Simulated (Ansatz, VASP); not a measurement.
# Cs: VASP beside Ansatz

The input INCAR:

```
SYSTEM = Cs
PREC     = Accurate       ! precision mode
ENCUT    = 520            ! plane-wave cutoff, eV
EDIFF    = 1E-6           ! SCF threshold, eV
ISMEAR   = 0              ! smearing method
SIGMA    = 0.1            ! smearing width, eV
LREAL    = .FALSE.        ! projectors in reciprocal space
LASPH    = .TRUE.         ! aspherical terms in the spheres
NELM     = 60             ! most SCF steps
ALGO     = Normal         ! electronic algorithm
ISIF     = 2              ! what is computed and relaxed
LWAVE    = .FALSE.        ! write WAVECAR
LCHARG   = .FALSE.        ! write CHGCAR
GGA      = PE             ! functional
IVDW     = 12             ! dispersion correction
NBANDS   = 16             ! bands
```

Contents of KPOINTS:

```
Automatic mesh
0
G
  4 4 4
  0 0 0
```

File POSCAR:

```
Cs
1.0
   -2.5538463026      2.5538463026      9.5960667852
    2.5538463026     -2.5538463026      9.5960667852
    2.5538463026      2.5538463026     -9.5960667852
Cs
2
Direct
    0.2500000000      0.7500000000      0.5000000000
    0.5000000000      0.5000000000      0.0000000000
```

Input for Ansatz:

```yaml
crystal:
  lattice:
    - [-2.5538463026, 2.5538463026, 9.5960667852]
    - [2.5538463026, -2.5538463026, 9.5960667852]
    - [2.5538463026, 2.5538463026, -9.5960667852]
  atoms:
    - { symbol: Cs, position: [0.25, 0.75, 0.5] }
    - { symbol: Cs, position: [0.5, 0.5, 0.0] }
basis:
  ecutwfc: 420
kpoints:
  mp_grid: { grid: [4, 4, 4] }
hamiltonian:
  xc: pbe
  dispersion: d3bj
scf:
  occupations: { method: gaussian, width: 0.1 }
  n_extra_bands: 12
  convergence: { dr2_threshold: "1e-12 eV" }
output:
  forces: true
  stress: true
  eigenvalues: true
```

Alike in both runs: task single point; functional PBE; dispersion D3(BJ); k mesh 4 × 4 × 4; occupations gaussian, width 0.1 eV; no spin polarisation.

|  | VASP | Ansatz |
| --- | --- | --- |
| version | VASP 6.6.1 | Ansatz 0.2.0 |
| potentials or method | VASP PAW PBE potentials, release 64 (Cs_sv), cutoff 520 eV | scalar-relativistic, plane waves, PAW |
| valence electrons in the cell | 18 | 18 |

|  | VASP | Ansatz | Ansatz less VASP |
| --- | --- | --- | --- |
| gap on the k mesh at the Fermi level (eV) | none | none | - |
| pressure (GPa) | -0.1 | -0.1 | +0.01 |

A gap of «none» marks a metal or a gap that the smearing closes.

The k mesh is coarse, so the values compare programs but aren't converged. Spin-orbit coupling is off throughout.
